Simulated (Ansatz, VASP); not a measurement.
## PbO in VASP and in Ansatz

```
Pb O
1.0
     4.05682    0.00000    0.00000
     0.00000    4.05682    0.00000
     0.00000    0.00000    5.59708
Pb O
2 2
Direct
  0.52958 0.00000 0.21262
  0.00000 0.50000 0.78738
  0.00000 0.00000 0.00000
  0.50000 0.50000 0.00000
```

Alike in both runs: task single point; functional PBE; k mesh 8 × 8 × 6; occupations gaussian, width 0.05 eV; no spin polarisation.

|  | VASP | Ansatz |
| --- | --- | --- |
| version | VASP 6.6.1 | Ansatz 0.2.0 |
| potentials or method | VASP PAW PBE potentials, release 64 (Pb_d, O), cutoff 520 eV | scalar-relativistic, plane waves, PAW |
| valence electrons in the cell | 40 | 40 |

```tsv
	VASP	Ansatz	Ansatz less VASP
gap on the k mesh at the Fermi level (eV)	1.81	1.81	-0.004
least direct gap on the mesh (eV)	1.91	1.92	+0.011
pressure (GPa)	0.3	0.3	-0.06
traceless stress, the component that is largest in VASP (GPa)	-1.26	-1.22	+0.036
rms of the force components (eV/Å)	0.186	0.178	-0.0081
```

Atom by atom the forces differ by 0.017 eV/Å (rms over components).

Neither program's run includes spin-orbit coupling.
